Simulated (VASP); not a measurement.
# CdF2 (Fm-3m) in VASP: notebook

CdF2 is run at these levels: PBEsol+D3(BJ), PBEsol+D4, PBEsol; tasks: single point.

All numbers are computed with VASP 6.6.1; they aren't measurements. Logs are shortened: lines on timing, memory, paths and dates and some standing lists are left out, and cuts for length are marked.

## 1. The cell of the first run

The structure is cubic, space group Fm-3m (No. 225). The conventional cell has a = 5.356 Å, b = 5.356 Å, c = 5.356 Å, α = 90.00°, β = 90.00°, γ = 90.00°. Cd (site symmetry m-3m) has 8 F at 2.32 Å within 3.1 Å. F (site symmetry -43m) has 4 Cd at 2.32 Å and 6 F at 2.68 Å within 3.1 Å.

## 2. Single point, PBEsol+D3(BJ)

INCAR reads:

```
ALGO     = Normal         # electronic algorithm
EDIFF    = 1E-6           # SCF threshold, eV
ENCUT    = 520            # plane-wave cutoff, eV
GGA      = PS             # functional
ISIF     = 2              # what is computed and relaxed
ISMEAR   = -1             # smearing method
IVDW     = 12             # dispersion correction
LASPH    = True           # aspherical terms in the spheres
LCHARG   = True           # write CHGCAR
LELF     = True           # ELF
LREAL    = False          # projectors in reciprocal space
LVHAR    = True         
LWAVE    = False          # write WAVECAR
NBANDS   = 20             # bands
NELM     = 100            # most SCF steps
PREC     = Accurate       # precision mode
SIGMA    = 0.05           # smearing width, eV
```

KPOINTS reads:

```
k-points
0
Gamma
  9 9 9
```

POSCAR reads:

```
CdF2
1.0
    0.0000000000      2.6778571305      2.6778571305
    2.6778571305      0.0000000000      2.6778571305
    2.6778571305      2.6778571305      0.0000000000
Cd F
1 2
Direct
    0.0000000000      0.0000000000      0.0000000000
    0.7500000000      0.7500000000      0.7500000000
    0.2500000000      0.2500000000      0.2500000000
```

Potentials or basis: VASP PAW PBE potentials, release 64 (Cd, F).

Launch:

```sh
$ cat potpaw_PBE.64/Cd/POTCAR potpaw_PBE.64/F/POTCAR > POTCAR
$ mpirun -np 1 vasp_std > vasp.out
```

OUTCAR:

```text
EDIFF = 1E-6
   ENCUT = 520
   GGA = PS
   ISIF = 2
   ISMEAR = -1
   IVDW = 12
   LASPH = True
   LREAL = False
   NELM = 100
   PREC = Accurate
 IVDW          = 12

 ion  position               nearest neighbor table
   1  0.000  0.000  0.000-   2 2.32   3 2.32   2 2.32   2 2.32   2 2.32   3 2.32   3 2.32   3 2.32

   2  0.750  0.750  0.750-   1 2.32   1 2.32   1 2.32   1 2.32
   3  0.250  0.250  0.250-   1 2.32   1 2.32   1 2.32   1 2.32

  LATTYP: Found a face centered cubic cell.
 ALAT       =     5.3557142610

  Lattice vectors:

 A1 = (   0.0000000000,   2.6778571305,   2.6778571305)
 A2 = (   2.6778571305,   0.0000000000,   2.6778571305)
 A3 = (   2.6778571305,   2.6778571305,   0.0000000000)

Analysis of symmetry for initial positions (statically):
=====================================================================
 Subroutine PRICEL returns:
 Original cell was already a primitive cell.

 Routine SETGRP: Setting up the symmetry group for a
 face centered cubic supercell.

 Subroutine GETGRP returns: Found 48 space group operations
[... 9 lines left out ...]

 Routine SETGRP: Setting up the symmetry group for a
 face centered cubic supercell.

 Subroutine GETGRP returns: Found 48 space group operations
[... 11 lines left out ...]
                                     Primitive cell

  volume of cell :      38.4054

  direct lattice vectors                    reciprocal lattice vectors
     0.000000000  2.677857131  2.677857131    -0.186716459  0.186716459  0.186716459
     2.677857131  0.000000000  2.677857131     0.186716459 -0.186716459  0.186716459
     2.677857131  2.677857131  0.000000000     0.186716459  0.186716459 -0.186716459

  length of vectors
     3.787061872  3.787061872  3.787061872     0.323402393  0.323402393  0.323402393

  position of ions in fractional coordinates (direct lattice)
     0.000000000  0.000000000  0.000000000
     0.750000000  0.750000000  0.750000000
     0.250000000  0.250000000  0.250000000

  ion indices of the primitive-cell ions
   primitive index   ion index
                 1           1
                 2           2
                 3           3

----------------------------------------------------------------------------------------

 KPOINTS: k-points
[... 59 lines left out ...]
   PREC   = accura    normal or accurate (medium, high low for compatibility)
   ISTART =      0    job   : 0-new  1-cont  2-samecut
   ICHARG =      2    charge: 1-file 2-atom 10-const
   ISPIN  =      1    spin polarized calculation?
   LNONCOLLINEAR =      F non collinear calculations
   LSORBIT =      F    spin-orbit coupling
   LASPH  =      T    aspherical Exc in radial PAW
   ENCUT  =  520.0 eV  38.22 Ry    6.18 a.u.   7.04  7.04  7.04*2*pi/ulx,y,z
   NELM   =    100;   NELMIN=  2; NELMDL= -5     # of ELM steps
   EDIFF  = 0.1E-05   stopping-criterion for ELM
   LREAL  =      F    real-space projection
   EDIFFG = 0.1E-04   stopping-criterion for IOM
   NSW    =      0    number of steps for IOM
   IBRION =     -1    ionic relax: 0-MD 1-quasi-New 2-CG
   NFREE  =      0    steps in history (QN), initial steepest desc. (CG)
   ISIF   =      2    stress and relaxation
   ISYM   =      2    0-nonsym 1-usesym 2-fastsym
   POTIM  = 0.5000    time-step for ionic-motion
   TEBEG  =    0.0;   TEEND  =   0.0 temperature during run
   PSTRESS=    0.0 pullay stress
   NELECT =      26.0000    total number of electrons
   NUPDOWN=      -1.0000    fix difference up-down
   EMIN   =  10.00;   EMAX   =-10.00  energy-range for DOS
   EFERMI =   0.00;   METHOD = LEGACY
   ISMEAR =    -1;   SIGMA  =   0.05  broadening in eV -4-tet -1-fermi 0-gaus
   EFERMI_NEDOS =   21; number of points for ismear=-14 and -15
   IALGO  =     38    algorithm
   IMIX   =      4    mixing-type and parameters
     AMIX     =   0.40;   BMIX     =  1.00
     AMIX_MAG =   1.60;   BMIX_MAG =  1.00
  volume/ion in A,a.u.               =      12.80        86.39
  Fermi-wavevector in a.u.,A,eV,Ry     =   1.437480  2.716444 28.114390  2.066349
  Thomas-Fermi vector in A             =   2.556553
   LORBIT       =      0    0 simple, 1 ext, 2 COOP (PROOUT), +10 PAW based schemes
   GGA     = PS    functional components
   LHFCALC =     F    Hartree Fock is set to
   AEXX    =    0.0000 exact exchange contribution
   IVDW    =    12    specifies the selected vdW correction
   LEPSILON=     F    determine dielectric tensor
   LRPA    =     F    only Hartree local field effects (RPA)
 non-spin polarized calculation
  energy-cutoff  :      520.00
  volume of cell :       38.41
 maximum number of plane-waves:      1044
   NGX = 15   NGY = 15   NGZ = 15

 number of electron      26.0000003 magnetization

 Free energy of the ion-electron system (eV)
  ---------------------------------------------------
  ext. energy  EPLUGINS =         0.00000000
  ---------------------------------------------------
  free energy    TOTEN  =       -11.58471078 eV

  energy without entropy =      -11.58471078  energy(sigma->0) =      -11.58471078

 E-fermi :  -0.2282     XC(G=0): -10.8093

 val. band max:       -1.3340421597   @ k =  -0.3333   0.4444   0.2222
 cond. band min:       1.6596673959   @ k =   0.0000   0.0000   0.0000
 fundamental gap:      2.9937095556
 Fermi energy:        -0.2281631864

 k-point     1 :       0.0000    0.0000    0.0000
  band No.  band energies     occupation
      1     -22.1258      2.00000
      2     -20.9382      2.00000
      3      -6.9956      2.00000
      4      -6.9956      2.00000
      5      -6.9956      2.00000
      6      -5.6617      2.00000
[... 541 lines left out ...]
     19      18.2490      0.00000
     20      19.8962      0.00000

 [... further k-points ...]

------------------------ aborting loop because EDIFF is reached ----------------------------------------

 Edisp (eV)   -0.41785

 E8    (eV) :    -0.2505

  FORCE on cell =-STRESS in cart. coord.  units (eV):
  Direction    XX          YY          ZZ          XY          YZ          ZX
  --------------------------------------------------------------------------------------
  -------------------------------------------------------------------------------------
  Total       0.20821     0.20821     0.20821     0.00000     0.00000     0.00000
  in kB       8.68582     8.68582     8.68582     0.00000     0.00000     0.00000
  external pressure =        8.69 kB  Pullay stress =        0.00 kB

 VOLUME and BASIS-vectors are now :
 -----------------------------------------------------------------------------
  energy-cutoff  :      520.00
  volume of cell :       38.41
      direct lattice vectors                 reciprocal lattice vectors
     0.000000000  2.677857131  2.677857131    -0.186716459  0.186716459  0.186716459
     2.677857131  0.000000000  2.677857131     0.186716459 -0.186716459  0.186716459
     2.677857131  2.677857131  0.000000000     0.186716459  0.186716459 -0.186716459

 POSITION                                       TOTAL-FORCE (eV/Angst)
 -----------------------------------------------------------------------------------
      0.00000      0.00000      0.00000        -0.000000     -0.000000      0.000000
      4.01679      4.01679      4.01679        -0.000000     -0.000000     -0.000000
      1.33893      1.33893      1.33893         0.000000      0.000000      0.000000
 -----------------------------------------------------------------------------------
    total drift:                                0.000000      0.000000      0.000000

  FREE ENERGIE OF THE ION-ELECTRON SYSTEM (eV)
  ---------------------------------------------------
  free  energy   TOTEN  =       -12.0025572424 eV

  energy  without entropy=      -12.0025572423  energy(sigma->0) =      -12.00255724
```

stdout:

```text
POSCAR found type information on POSCAR CdF
 POSCAR found :  2 types and       3 ions
 scaLAPACK will be used
 -----------------------------------------------------------------------------
|                                                                             |
|                                                                             |
|     You enforced a specific xc type in the INCAR file but a different       |
|     I HOPE YOU KNOW WHAT YOU ARE DOING!                                     |
|                                                                             |
 -----------------------------------------------------------------------------

 LDA part: xc-table for (Slater+PW92), standard interpolation
 POSCAR, INCAR and KPOINTS ok, starting setup
 FFT: planning ... GRIDC
 FFT: planning ... GRID_SOFT
 FFT: planning ... GRID
 WAVECAR not read
 entering main loop
```

Run time: 15 s. Hardware: 1 thread of Intel Xeon Platinum 8488C (Sapphire Rapids), shared host; peak memory 0.17 GiB.

Results:

```yaml
Free_energy: -12.0026 eV
Pressure: 0.9 GPa
Band_gap_on_the_k_mesh: 2.99 eV, indirect (least direct gap 3.43 eV)
Dispersion_energy_per_atom: -0.139 eV
```

Caveat: the PAW data sets were made with another functional, which shifts forces and pressure a little. A k mesh can miss the band edges.

## 3. Single point, PBEsol+D3(BJ)

This run uses another cell than the first one, of 12.83 Å³/atom, 1.003 times its volume.

INCAR reads:

```
  PREC = Accurate
  ENCUT = 520
  EDIFF = 1E-6
  ISMEAR = -1
  SIGMA = 0.05
  LREAL = False
  LASPH = True
  NELM = 60
  ALGO = Normal
  ISIF = 2
  LWAVE = False
  LCHARG = False
  GGA = PS
  IVDW = 12
  NBANDS = 20
```

KPOINTS reads:

```
regular mesh
0
Gamma
  9 9 9
```

POSCAR reads:

```
CdF2
1.0
    0.0000000000      2.6801017717      2.6801017717
    2.6801017717      0.0000000000      2.6801017717
    2.6801017717      2.6801017717      0.0000000000
Cd F
1 2
Direct
    0.0000000000      0.0000000000      0.0000000000
    0.7500000000      0.7500000000      0.7500000000
    0.2500000000      0.2500000000      0.2500000000
```

Potentials or basis: VASP PAW PBE potentials, release 64 (Cd, F).

Launch:

```sh
$ cat potpaw_PBE.64/Cd/POTCAR potpaw_PBE.64/F/POTCAR > POTCAR
$ mpirun -np 1 vasp_std > vasp.out
```

Wall time 14 s (1 thread of Intel Xeon Platinum 8488C (Sapphire Rapids), shared host); peak memory 0.18 GiB.

It converged, with:

```yaml
Free_energy: -12.0032 eV
Pressure: 0.6 GPa
Band_gap_on_the_k_mesh: 2.99 eV, indirect (least direct gap 3.43 eV)
Dispersion_energy_per_atom: -0.139 eV
```

Levels at points of the mesh, in eV from the valence-band top:
```csv
k point,band 11,band 12,band 13,band 14,band 15,band 16
"(0.00, 0.00, 0.00)",-0.44,-0.44,-0.44,2.99,12.60,12.60
```

Caveat: three body term missing; the PAW data sets were made with another functional, which shifts forces and pressure a little.

## 4. Single point, PBEsol+D4

This run uses another cell than the first one, of 12.86 Å³/atom, 1.005 times its volume.

INCAR reads:

```
PREC = Accurate
ENCUT = 520
EDIFF = 1E-7
ISMEAR = -1
SIGMA = 0.05
LREAL = F
LASPH = T
NELM = 60
ALGO = Normal
ISIF = 2
LWAVE = F
LCHARG = F
GGA = PS
IVDW = 13
NBANDS = 20
```

KPOINTS is that of step 3.

POSCAR reads:

```
CdF2
1.0
    0.0000000000      2.6821953155      2.6821953155
    2.6821953155      0.0000000000      2.6821953155
    2.6821953155      2.6821953155      0.0000000000
Cd F
1 2
Direct
    0.0000000000      0.0000000000      0.0000000000
    0.7500000000      0.7500000000      0.7500000000
    0.2500000000      0.2500000000      0.2500000000
```

Launch:

```sh
$ cat potpaw_PBE.64/Cd/POTCAR potpaw_PBE.64/F/POTCAR > POTCAR
$ mpirun -np 1 vasp_std > vasp.out
```

Run time: 15 s. Hardware: 1 thread of Intel Xeon Platinum 8488C (Sapphire Rapids), shared host; peak memory 0.16 GiB.

Results (log left out):

```
Free energy                : -11.8924 eV
Pressure                   : 0.8 GPa
Band gap on the k mesh     : 2.98 eV, indirect (least direct gap 3.42 eV)
Dispersion energy per atom : -0.102 eV
```

Levels at points of the mesh, in eV from the valence-band top:
```tsv
k point	band 10	band 11	band 12	band 13	band 14	band 15	band 16	band 17
(0.00, 0.00, 0.00)	-1.00	-0.44	-0.44	-0.44	2.98	12.59	12.59	12.59
```

Caveat: the PAW data sets were made with another functional, which shifts forces and pressure a little.

## 5. Single point, PBEsol

This run uses another cell than the first one, of 13.01 Å³/atom, 1.016 times its volume.

INCAR reads:

```
PREC = Accurate
ENCUT = 520
EDIFF = 1E-6
ISMEAR = -1
SIGMA = 0.05
LREAL = False
LASPH = True
NELM = 100
ALGO = Normal
ISIF = 2
LWAVE = False
LCHARG = False
GGA = PS
NBANDS = 20
```

KPOINTS reads:

```
Automatic mesh
0
Gamma
  9 9 9
```

POSCAR reads:

```
CdF2
1.0
    0.0000000000      2.6921157412      2.6921157412
    2.6921157412      0.0000000000      2.6921157412
    2.6921157412      2.6921157412      0.0000000000
Cd F
1 2
Direct
    0.0000000000      0.0000000000      0.0000000000
    0.7500000000      0.7500000000      0.7500000000
    0.2500000000      0.2500000000      0.2500000000
```

Launch:

```sh
$ cat potpaw_PBE.64/Cd/POTCAR potpaw_PBE.64/F/POTCAR > POTCAR
$ mpirun -np 1 vasp_std > vasp.out
```

Wall time 14 s (1 thread of Intel Xeon Platinum 8488C (Sapphire Rapids), shared host); peak memory 0.16 GiB.

Results (log left out):

* Free energy: -11.5926 eV
* Pressure: 0.8 GPa
* Band gap on the k mesh: 2.94 eV, indirect (least direct gap 3.40 eV)

Levels at points of the mesh, in eV from the valence-band top:
| k point | band 9 | band 10 | band 11 | band 12 | band 13 | band 14 | band 15 | band 16 | band 17 | band 18 |
| --- | --- | --- | --- | --- | --- | --- | --- | --- | --- | --- |
| (0.00, 0.00, 0.00) | -0.97 | -0.97 | -0.46 | -0.46 | -0.46 | 2.94 | 12.54 | 12.54 | 12.54 | 17.43 |

Caveat: the PAW data sets were made with another functional, which shifts forces and pressure a little.

## 6. Summary

```tsv
level	cell	gap on the mesh (eV)	pressure (GPa)
PBEsol+D3(BJ)	a = 3.787 Å, angles 60.0°, 3 atoms	2.99	0.9
PBEsol+D3(BJ)	a = 3.790 Å, angles 60.0°, 3 atoms	2.99	0.6
PBEsol+D4	a = 3.793 Å, angles 60.0°, 3 atoms	2.98	0.8
PBEsol	a = 3.807 Å, angles 60.0°, 3 atoms	2.94	0.8
```

Alike in all rows: task single point; potentials or basis VASP PAW PBE potentials, release 64 (Cd, F); no spin polarisation; k mesh 9 × 9 × 9; cutoff (eV) 520; smearing fermi-dirac 0.05 eV.

Caveats: the PAW data sets were made with another functional, which shifts forces and pressure a little; three body term missing (some runs).

Absolute energies hang on the potentials; compare differences alone.
